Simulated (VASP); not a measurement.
**ZrSi4Ru: relaxation of cell and atoms with PBE**

Crystal: ZrSi4Ru.

```xyz
6
Lattice="3.7007 0.0000 0.0000 -1.8504 3.2049 0.0000 0.0000 0.0000 8.1062" Properties=species:S:1:pos:R:3 pbc="T T T"
Zr    0.0000    0.0000    4.0531
Si    0.0000    2.1366    6.7793
Si    0.0000    2.1366    1.3269
Si    1.8504    1.0683    1.3269
Si    1.8504    1.0683    6.7793
Ru    0.0000    0.0000    0.0000
```

- Program: VASP 6.6.1
- Task: relaxation of cell and atoms
- Functional: PBE
- Potentials or basis: VASP PAW PBE potentials, release 64 (Zr_sv, Si, Ru_pv)
- Cutoff: 600 eV
- k mesh: 6 × 6 × 2
- Occupations: gaussian, width 0.1 eV
- Spin: no spin polarisation
- Dipole correction: no
- Further INCAR settings: ALGO = Normal; EDIFF = 1e-07; IBRION = 2; EDIFFG = -0.04; NSW = 90; ISIF = 3

```json
{
 "Relaxed volume": "14.92 Å³/atom",
 "Relaxed cell": "a = 4.175 Å, b = 4.175 Å, c = 5.929 Å, α = 90.00°, β = 90.00°, γ = 120.00°",
 "Space group after relaxing (to 0.05 Å)": "P6/mmm (No. 191)",
 "Energy gained by relaxing": "880.1 meV/atom",
 "Ionic steps": "25",
 "Pressure after relaxing": "-0.2 GPa",
 "Largest force after relaxing": "0.037 eV/Å",
 "Band gap on the k mesh": "zero (band 21 reaches 11.55 eV, above the bottom of band 22 at 10.62 eV)"
}
```

Forces in eV/Å, atoms in the order of the input:
```
Zr   0.000  0.000  0.000
Si   0.000  0.000 -0.037
Si   0.000  0.000  0.037
Si   0.000  0.000  0.037
Si   0.000  0.000 -0.037
Ru   0.000  0.000  0.000
```

The path:
```tsv
step	energy change (eV)	largest force (eV/Å)	pressure (GPa)	volume (Å³)
1	0.0000	2.4674	23.64	96.14
2	-0.6894	0.0122	-19.35	131.65
3	-1.9417	0.6177	-8.40	113.32
4	-3.3473	0.9541	-8.96	105.88
5	0.4915	10.7799	54.07	78.11
6	-3.9267	1.8785	-4.90	100.39
7	-3.9269	4.7196	9.62	89.89
8	-4.3044	3.3610	0.84	94.54
9	-4.8985	2.1060	0.67	91.75
10	-5.1404	1.0102	3.53	88.24
11	-5.1393	0.7832	4.65	87.54
12	-5.2461	0.2295	-0.64	90.10
13	-5.2493	0.1221	-1.78	90.72
14	-5.2615	0.0249	-0.82	90.00
15	-5.2666	0.0822	0.26	89.19
16	-5.2666	0.0912	0.35	89.12
17	-5.2686	0.1021	0.18	89.19
18	-5.2730	0.1256	-0.23	89.36
19	-5.2783	0.0632	-0.59	89.70
20	-5.2491	0.1630	-1.07	90.27
21	-5.2793	0.0256	-0.66	89.76
22	-5.2795	0.0157	-0.80	89.86
23	-5.2796	0.0037	-0.73	89.81
24	-5.2802	0.0592	0.09	89.35
25	-5.2806	0.0375	-0.19	89.52
```

Final structure:
```xyz
6
Lattice="4.1753 0.0000 0.0000 -2.0877 3.6160 0.0000 0.0000 0.0000 5.9290" Properties=species:S:1:pos:R:3 pbc="T T T"
Zr    0.0000    0.0000    2.9645
Si    0.0000    2.4106    4.6992
Si    0.0000    2.4106    1.2298
Si    2.0877    1.2053    1.2298
Si    2.0877    1.2053    4.6992
Ru    0.0000    0.0000    0.0000
```

Levels at points of the mesh, in eV from the Fermi level:
| k point | band 17 | band 18 | band 19 | band 20 | band 21 | band 22 | band 23 | band 24 | band 25 |
| --- | --- | --- | --- | --- | --- | --- | --- | --- | --- |
| (0.00, 0.00, 0.00) | -2.06 | -2.06 | -1.73 | -1.73 | -0.64 | -0.64 | 0.53 | 0.55 | 0.73 |
| (0.50, 0.00, 0.00) | -2.66 | -2.56 | -1.22 | -0.07 | 0.11 | 0.82 | 0.90 | 1.61 | 1.88 |
| (0.00, 0.00, 0.50) | -3.44 | -3.39 | -2.26 | -2.26 | -1.41 | -0.72 | 0.56 | 0.56 | 1.60 |
| (0.50, 0.00, 0.50) | -2.62 | -2.57 | -2.40 | -0.71 | -0.12 | 0.48 | 0.60 | 0.74 | 1.42 |

Run time: 16 min on 1 thread of Intel(R) Xeon(R) Platinum 8488C (Sapphire Rapids) (shared host), peak memory 0.26 GiB.

Caveat: the k points lie up to 0.53 Å⁻¹ apart in the final cell.
